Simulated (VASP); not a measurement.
# SnSe (P-6m2) in VASP: a series of runs, part 2 of 2

VASP 6.6.1.

### 4 Relaxation of cell and atoms, PBE+D3(BJ)

The input, INCAR:

```
ALGO = Normal ; EDIFF = 1E-6
EDIFFG = -0.04 ; ENCUT = 600
GGA = PE ; IBRION = 2
ISIF = 3 ; ISMEAR = 0
IVDW = 12 ; LASPH = T
LCHARG = F ; LREAL = F
LWAVE = F ; NELM = 100
NSW = 90 ; PREC = Accurate
SIGMA = 0.1
```

The input, KPOINTS:

```
k-points
0
Gamma
  6 6 2
```

The input, POSCAR:

```
SnSe
1.0
    3.9541977200      0.0000000000      0.0000000000
   -1.9770988600      3.4244356700      0.0000000000
    0.0000000000      0.0000000000      8.4413209700
Sn Se
2 2
Direct
    0.0000000000      0.0000000000      0.1639161200
    0.0000000000      0.0000000000      0.8360838800
    0.3333333300      0.6666666700      0.3134178300
    0.3333333300      0.6666666700      0.6865821700
```

Potentials or basis: VASP PAW PBE potentials, release 64 (Sn_d, Se).

Started as:

```bash
$ cat potpaw_PBE.64/Sn_d/POTCAR potpaw_PBE.64/Se/POTCAR > POTCAR
$ mpirun -np 1 vasp_std > vasp.out
```

OUTCAR:

```text
EDIFF = 1E-6
   EDIFFG = -0.04
   ENCUT = 600
   GGA = PE
   IBRION = 2
   ISIF = 3
   ISMEAR = 0
   IVDW = 12
   LASPH = T
   LREAL = F
   NELM = 100
   NSW = 90
   PREC = Accurate
 IVDW          = 12

 ion  position               nearest neighbor table
   1  0.000  0.000  0.164-   3 2.61   3 2.61   3 2.61   2 2.77
   2  0.000  0.000  0.836-   4 2.61   4 2.61   4 2.61   1 2.77
   3  0.333  0.667  0.313-   1 2.61   1 2.61   1 2.61
   4  0.333  0.667  0.687-   2 2.61   2 2.61   2 2.61

  LATTYP: Found a hexagonal cell.
 ALAT       =     3.9541977200
 C/A-ratio  =     2.1347746288

  Lattice vectors:

 A1 = (   3.9541977200,   0.0000000000,   0.0000000000)
 A2 = (  -1.9770988600,   3.4244356700,   0.0000000000)
 A3 = (   0.0000000000,   0.0000000000,   8.4413209700)

Analysis of symmetry for initial positions (statically):
=====================================================================
 Subroutine PRICEL returns:
 Original cell was already a primitive cell.

 Routine SETGRP: Setting up the symmetry group for a
 hexagonal supercell.

 Subroutine GETGRP returns: Found 12 space group operations
 (whereof 12 operations were pure point group operations)
 out of a pool of 24 trial point group operations.

The static configuration has the point symmetry D_3h.

Analysis of symmetry for dynamics (positions and initial velocities):
=====================================================================
 Subroutine PRICEL returns:
 Original cell was already a primitive cell.

 Routine SETGRP: Setting up the symmetry group for a
 hexagonal supercell.

 Subroutine GETGRP returns: Found 12 space group operations
 (whereof 12 operations were pure point group operations)
 out of a pool of 24 trial point group operations.

The dynamic configuration has the point symmetry D_3h.

 Subroutine INISYM returns: Found 12 space group operations
 (whereof 12 operations are pure point group operations),
 and found     1 'primitive' translations

----------------------------------------------------------------------------------------

                                     Primitive cell

  volume of cell :     114.3030

  direct lattice vectors                    reciprocal lattice vectors
     3.954197720  0.000000000  0.000000000     0.252895801  0.146009459  0.000000000
    -1.977098860  3.424435670  0.000000000     0.000000000  0.292018918  0.000000000
     0.000000000  0.000000000  8.441320970     0.000000000  0.000000000  0.118464871

  length of vectors
     3.954197720  3.954197714  8.441320970     0.292018918  0.292018918  0.118464871

  position of ions in fractional coordinates (direct lattice)
     0.000000000  0.000000000  0.163916120
     0.000000000  0.000000000  0.836083880
     0.333333330  0.666666670  0.313417830
     0.333333330  0.666666670  0.686582170

  ion indices of the primitive-cell ions
   primitive index   ion index
                 1           1
                 2           2
                 3           3
                 4           4

----------------------------------------------------------------------------------------

 KPOINTS: k-points

Automatic generation of k-mesh.
 Grid dimensions read from file:
 generate k-points for:    6    6    2

 Generating k-lattice:

  Cartesian coordinates                     Fractional coordinates (reciprocal lattice)
     0.042149300  0.024334910  0.000000000     0.166666667  0.000000000  0.000000000
     0.000000000  0.048669820  0.000000000     0.000000000  0.166666667  0.000000000
     0.000000000  0.000000000  0.059232436     0.000000000  0.000000000  0.500000000

  Length of vectors
     0.048669820  0.048669820  0.059232436

  Shift w.r.t. Gamma in fractional coordinates (k-lattice)
     0.000000000  0.000000000  0.000000000

 Subroutine IBZKPT returns following result:
 ===========================================

 Found     14 irreducible k-points:

 Following reciprocal coordinates:
            Coordinates               Weight
  0.000000  0.000000  0.000000      1.000000
  0.166667  0.000000  0.000000      6.000000
  0.333333 -0.000000  0.000000      6.000000
  0.500000 -0.000000  0.000000      3.000000
  0.166667  0.166667  0.000000      6.000000
  0.333333  0.166667  0.000000     12.000000
  0.333333  0.333333  0.000000      2.000000
  0.000000  0.000000  0.500000      1.000000
  0.166667  0.000000  0.500000      6.000000
  0.333333 -0.000000  0.500000      6.000000
  0.500000 -0.000000  0.500000      3.000000
  0.166667  0.166667  0.500000      6.000000
  0.333333  0.166667  0.500000     12.000000
  0.333333  0.333333  0.500000      2.000000
   k-points           NKPTS =     14   k-points in BZ     NKDIM =     14   number of bands    NBANDS=     24
   number of dos      NEDOS =    301   number of ions     NIONS =      4
   total plane-waves  NPLWV =  71680
   dimension x,y,z NGX =    32 NGY =   32 NGZ =   70
   dimension x,y,z NGXF=    64 NGYF=   64 NGZF=  140
   ions per type =               2   2
   NGX,Y,Z   is equivalent  to a cutoff of  13.45, 13.45, 13.79 a.u.
   NGXF,Y,Z  is equivalent  to a cutoff of  26.91, 26.91, 27.57 a.u.
 SYSTEM =  unknown system
   PREC   = accura    normal or accurate (medium, high low for compatibility)
   ISTART =      0    job   : 0-new  1-cont  2-samecut
   ICHARG =      2    charge: 1-file 2-atom 10-const
   ISPIN  =      1    spin polarized calculation?
   LNONCOLLINEAR =      F non collinear calculations
   LSORBIT =      F    spin-orbit coupling
   LASPH  =      T    aspherical Exc in radial PAW
   ENCUT  =  600.0 eV  44.10 Ry    6.64 a.u.   7.90  7.90 16.86*2*pi/ulx,y,z
   NELM   =    100;   NELMIN=  2; NELMDL= -5     # of ELM steps
   EDIFF  = 0.1E-05   stopping-criterion for ELM
   LREAL  =      F    real-space projection
   EDIFFG = -.4E-01   stopping-criterion for IOM
   NSW    =     90    number of steps for IOM
   IBRION =      2    ionic relax: 0-MD 1-quasi-New 2-CG
   NFREE  =      1    steps in history (QN), initial steepest desc. (CG)
   ISIF   =      3    stress and relaxation
   ISYM   =      2    0-nonsym 1-usesym 2-fastsym
   POTIM  = 0.5000    time-step for ionic-motion
   TEBEG  =    0.0;   TEEND  =   0.0 temperature during run
   PSTRESS=    0.0 pullay stress
   NELECT =      40.0000    total number of electrons
   NUPDOWN=      -1.0000    fix difference up-down
   EMIN   =  10.00;   EMAX   =-10.00  energy-range for DOS
   EFERMI =   0.00;   METHOD = LEGACY
   ISMEAR =     0;   SIGMA  =   0.10  broadening in eV -4-tet -1-fermi 0-gaus
   EFERMI_NEDOS =   21; number of points for ismear=-14 and -15
   IALGO  =     38    algorithm
   IMIX   =      4    mixing-type and parameters
     AMIX     =   0.40;   BMIX     =  1.00
     AMIX_MAG =   1.60;   BMIX_MAG =  1.00
  volume/ion in A,a.u.               =      28.58       192.84
  Fermi-wavevector in a.u.,A,eV,Ry     =   1.153654  2.180090 18.108231  1.330917
  Thomas-Fermi vector in A             =   2.290296
   LORBIT       =      0    0 simple, 1 ext, 2 COOP (PROOUT), +10 PAW based schemes
   GGA     = PE    functional components
   LHFCALC =     F    Hartree Fock is set to
   AEXX    =    0.0000 exact exchange contribution
   IVDW    =    12    specifies the selected vdW correction
   LEPSILON=     F    determine dielectric tensor
   LRPA    =     F    only Hartree local field effects (RPA)
 conjugate gradient relaxation of ions
 non-spin polarized calculation
 Gauss-broadening in eV      SIGMA  =   0.10
  energy-cutoff  :      600.00
  volume of cell :      114.30
 maximum number of plane-waves:      3850
 NGX is ok and might be reduce to    32
   NGX = 15   NGY = 15   NGZ = 33

--------------------------------------- Ionic step        1  -------------------------------------------

 number of electron      40.0000015 magnetization

 Free energy of the ion-electron system (eV)
  ---------------------------------------------------
  ext. energy  EPLUGINS =         0.00000000
  ---------------------------------------------------
  free energy    TOTEN  =       -14.38152158 eV

  energy without entropy =      -14.36877251  energy(sigma->0) =      -14.37514704

 E-fermi :   5.8988     XC(G=0):  -9.1616

 val. band max:        5.8567181957   @ k =   0.3333  -0.0000   0.0000
 cond. band min:       5.9649229286   @ k =   0.5000  -0.0000   0.5000
 fundamental gap:      0.1082047329
 Fermi energy:         5.8988491453

 k-point     1 :       0.0000    0.0000    0.0000
  band No.  band energies     occupation
      1     -16.7230      2.00000
      2     -16.5859      2.00000
      3     -16.5859      2.00000
      4     -16.5237      2.00000
      5     -16.5237      2.00000
      6     -16.5229      2.00000
[... 486 lines left out ...]
  FREE ENERGIE OF THE ION-ELECTRON SYSTEM (eV)
  ---------------------------------------------------
  free  energy   TOTEN  =       -16.4645201381 eV

  energy  without entropy=      -16.4558197786  energy(sigma->0) =      -16.46016996

[... ionic steps 4 to 10 ...]

--------------------------------------- Ionic step       11  -------------------------------------------

 number of electron      39.9999985 magnetization

------------------------ aborting loop because EDIFF is reached ----------------------------------------
[... 79 lines left out ...]
--------------------------------------- Ionic step       13  -------------------------------------------

 number of electron      39.9999990 magnetization

 Free energy of the ion-electron system (eV)
  ---------------------------------------------------
  ext. energy  EPLUGINS =         0.00000000
  ---------------------------------------------------
  free energy    TOTEN  =       -15.98259653 eV

  energy without entropy =      -15.98259653  energy(sigma->0) =      -15.98259653

 E-fermi :   3.0911     XC(G=0):  -7.9477

 val. band max:        2.6485488078   @ k =   0.1667   0.0000   0.0000
 cond. band min:       3.5279183303   @ k =   0.5000  -0.0000   0.0000
 fundamental gap:      0.8793695225
 Fermi energy:         3.0911394545

 k-point     1 :       0.0000    0.0000    0.0000
  band No.  band energies     occupation
      1     -18.6197      2.00000
      2     -18.6197      2.00000
      3     -18.6195      2.00000
      4     -18.6195      2.00000
      5     -18.5474      2.00000
      6     -18.5474      2.00000
[... 402 lines left out ...]
  FREE ENERGIE OF THE ION-ELECTRON SYSTEM (eV)
  ---------------------------------------------------
  free  energy   TOTEN  =       -17.0543747381 eV

  energy  without entropy=      -17.0543747381  energy(sigma->0) =      -17.05437474

 reached required accuracy - stopping structural energy minimisation
```

OSZICAR:

```text
N       E                     dE             d eps       ncg     rms          rms(c)
DAV:   1     0.376117500828E+03    0.37612E+03   -0.21629E+04   672   0.225E+03
DAV:   2     0.352810855521E+02   -0.34084E+03   -0.33756E+03   672   0.531E+02
DAV:   3    -0.129462160851E+02   -0.48227E+02   -0.47759E+02   888   0.173E+02
[... 139 lines left out ...]
DAV:   3    -0.159826313579E+02    0.74656E-03   -0.28471E-03   784   0.627E-01    0.396E-02
DAV:   4    -0.159825994441E+02    0.31914E-04   -0.19741E-04   944   0.920E-02    0.198E-02
DAV:   5    -0.159825952266E+02    0.42175E-05   -0.97992E-06   656   0.224E-02    0.924E-03
DAV:   6    -0.159825963956E+02   -0.11690E-05   -0.29257E-06   584   0.173E-02    0.276E-03
DAV:   7    -0.159825965251E+02   -0.12942E-06   -0.43615E-07   360   0.693E-03
  13 F= -.17054375E+02 E0= -.17054375E+02  d E =-.282853E-03
```

CONTCAR:

```text
SnSe
   1.00000000000000
     3.9301314289010896    0.0000000000000000    0.0000000000000000
    -1.9650657144505448    3.4035936508565219   -0.0000000000000000
     0.0000000000000000    0.0000000000000000   11.0205940262268953
  Sn              Se
     2     2
Direct
     0.0000000000000000    0.0000000000000000    0.1867399600518802
     0.0000000000000000    0.0000000000000000    0.8132600399481199
     0.3333333300000021    0.6666666699999979    0.3280457526717904
     0.3333333300000021    0.6666666699999979    0.6719542473282099

  0.00000000E+00  0.00000000E+00  0.00000000E+00
  0.00000000E+00  0.00000000E+00  0.00000000E+00
  0.00000000E+00  0.00000000E+00  0.00000000E+00
  0.00000000E+00  0.00000000E+00  0.00000000E+00
```

It took 3.5 min on 1 thread of Intel Xeon 6975P-C (Granite Rapids), shared host; peak memory 0.29 GiB.

What came out:

```yaml
Free_energy: -17.0544 eV
Relaxed_volume: 36.85 Å³/atom
Relaxed_cell: a = 3.930 Å, b = 3.930 Å, c = 11.021 Å, α = 90.00°, β = 90.00°, γ = 120.00°
Space_group_after_relaxing_to_0.1_Å: P-6m2 (No. 187)
Energy_gained_by_relaxing: 336.2 meV/atom
Ionic_steps: 13
Pressure_after_relaxing: 0.0 GPa
Largest_force_after_relaxing: 0.027 eV/Å
Band_gap_on_the_k_mesh: 0.88 eV (least direct gap 1.11 eV)
Dispersion_energy_per_atom: -0.268 eV
```

Forces on the atoms (eV/Å):
```
Sn   0.000  0.000  0.027
Sn   0.000  0.000 -0.027
Se   0.000  0.000  0.021
Se   0.000  0.000 -0.021
```

Step by step:
```csv
step,energy change (eV),largest force (eV/Å),pressure (GPa),volume (Å³)
1,0.0000,1.9262,9.40,114.30
2,-0.6940,1.4344,-2.02,144.25
3,-0.7551,1.1498,-0.56,136.88
4,-0.9802,0.7650,-0.65,139.57
5,-1.2596,0.4369,-0.13,143.65
6,-1.2709,0.0938,0.46,149.26
7,-1.3364,0.0677,0.22,147.46
8,-1.3430,0.1046,-0.01,146.37
9,-1.3435,0.0943,0.03,146.59
10,-1.3447,0.0443,0.12,146.86
11,-1.3447,0.0467,0.12,146.87
12,-1.3447,0.0459,-0.16,147.94
13,-1.3449,0.0274,-0.03,147.42
```

Final structure:
```cif
data_structure
_symmetry_space_group_name_H-M 'P 1'
_symmetry_Int_Tables_number 1
_cell_length_a 3.9301
_cell_length_b 3.9301
_cell_length_c 11.0206
_cell_angle_alpha 90.000
_cell_angle_beta 90.000
_cell_angle_gamma 120.000
_cell_volume 147.42
loop_
_atom_site_label
_atom_site_type_symbol
_atom_site_fract_x
_atom_site_fract_y
_atom_site_fract_z
_atom_site_occupancy
Sn1 Sn 0.00000 0.00000 0.18674 1
Sn2 Sn 0.00000 0.00000 0.81326 1
Se1 Se 0.33333 0.66667 0.32805 1
Se2 Se 0.33333 0.66667 0.67195 1
```

Levels at points of the mesh, in eV from the valence-band top:
| k point | band 17 | band 18 | band 19 | band 20 | band 21 | band 22 | band 23 | band 24 |
| --- | --- | --- | --- | --- | --- | --- | --- | --- |
| (0.00, 0.00, 0.00) | -1.10 | -1.02 | -1.02 | -0.05 | 1.06 | 2.23 | 3.80 | 3.80 |
| (0.50, 0.00, 0.00) | -2.19 | -2.10 | -2.04 | -1.08 | 0.88 | 1.89 | 2.30 | 3.91 |
| (0.00, 0.00, 0.50) | -1.10 | -1.10 | -1.03 | -1.03 | 1.44 | 2.12 | 3.84 | 3.84 |
| (0.50, 0.00, 0.50) | -2.17 | -2.12 | -1.73 | -1.43 | 1.37 | 1.44 | 2.58 | 3.52 |

Caveat: the volume moved by over 15 % at a fixed basis, so the end points are rough; spin-orbit coupling is left out, which moves the levels of the heavy elements. A k mesh can miss the band edges.

### 5 Single point, PBE+D3(BJ)

This run uses another cell than the first one, of 36.73 Å³/atom.

The input, INCAR:

```
SYSTEM = SnSe
ALGO = Normal
EDIFF = 1E-7
ENCUT = 520
GGA = PE
ISIF = 2
ISMEAR = 0
IVDW = 12
LASPH = .True.
LCHARG = .False.
LREAL = .False.
LWAVE = .False.
NBANDS = 28
NELM = 60
PREC = Accurate
SIGMA = 0.02
```

The input, KPOINTS:

```
k-points
0
Gamma
  12 12 4
  0 0 0
```

The input, POSCAR:

```
SnSe
1.0
    3.9211211218      0.0000000000      0.0000000000
   -1.9605605609      3.3957905028      0.0000000000
    0.0000000000      0.0000000000     11.0324930241
Sn Se
2 2
Direct
    0.0000000000      0.0000000000      0.1903648171
    0.0000000000      0.0000000000      0.8096351829
    0.3333333333      0.6666666667      0.3317319837
    0.3333333333      0.6666666667      0.6682680163
```

Started as:

```bash
$ cat potpaw_PBE.64/Sn_d/POTCAR potpaw_PBE.64/Se/POTCAR > POTCAR
$ mpirun -np 1 vasp_std > vasp.out
```

Run time: 1.8 min. Hardware: 1 thread of Intel Xeon 6975P-C (Granite Rapids), shared host; peak memory 0.38 GiB.

Results (log left out):

```
Free energy                : -17.0733 eV
Pressure                   : 0.0 GPa
Largest force              : 0.028 eV/Å
Band gap on the k mesh     : 0.84 eV (least direct gap 1.13 eV)
Dispersion energy per atom : -0.269 eV
```

Forces on the atoms (eV/Å):
```
Sn   0.000  0.000 -0.027
Sn   0.000  0.000  0.027
Se   0.000  0.000  0.028
Se   0.000  0.000 -0.028
```

Levels at points of the mesh, in eV from the valence-band top:
```
           k point  band 17  band 18  band 19  band 20  band 21  band 22  band 23  band 24
(0.00, 0.00, 0.00)    -1.11    -1.02    -1.02    -0.05     1.08     2.20     3.84     3.84
(0.50, 0.00, 0.00)    -2.20    -2.11    -2.04    -1.11     0.88     1.89     2.31     3.78
(0.00, 0.00, 0.50)    -1.11    -1.08    -1.02    -1.02     1.48     2.08     3.88     3.88
(0.50, 0.00, 0.50)    -2.19    -2.12    -1.69    -1.49     1.39     1.41     2.61     3.44
```

Caveat: spin-orbit coupling is left out, which moves the levels of the heavy elements. A k mesh can miss the band edges.

### 6 The runs side by side

```csv
task,cell,k mesh,cutoff (eV),smearing,gap on the mesh (eV),pressure (GPa),largest force (eV/Å)
single point,"a = 3.954, b = 3.954, c = 8.441 Å, angles 90.0, 90.0, 120.0°, 4 atoms, atomic positions A",6 × 6 × 2,520,gaussian 0.1 eV,none,9.4,1.93
single point,"a = 3.929, b = 3.929, c = 11.009 Å, angles 90.0, 90.0, 120.0°, 4 atoms, atomic positions B",6 × 6 × 2,520,gaussian 0.1 eV,0.88,0.0,0.04
relaxation of cell and atoms,"relaxed from a = 3.954, b = 3.954, c = 8.441 Å, angles 90.0, 90.0, 120.0°, 4 atoms, atomic positions A",6 × 6 × 2,600,gaussian 0.1 eV,0.88,0.0,0.03
single point,"a = 3.921, b = 3.921, c = 11.032 Å, angles 90.0, 90.0, 120.0°, 4 atoms, atomic positions B",12 × 12 × 4,520,gaussian 0.02 eV,0.84,0.0,0.03
```

Alike in all rows: level PBE+D3(BJ); potentials or basis VASP PAW PBE potentials, release 64 (Sn_d, Se); no spin polarisation.

Caveats: some runs use coarse meshes; spin-orbit coupling is left out, which moves the levels of the heavy elements; semilocal functionals underestimate gaps, so a narrow gap can read as zero (at least some runs); forces of over 1 eV/Å act on the atoms, so gaps and moduli don't describe the material at rest (at least some runs); the volume moved by over 15 % at a fixed basis, so the end points are rough (at least some runs).

Absolute energies hang on the potentials; compare differences alone.
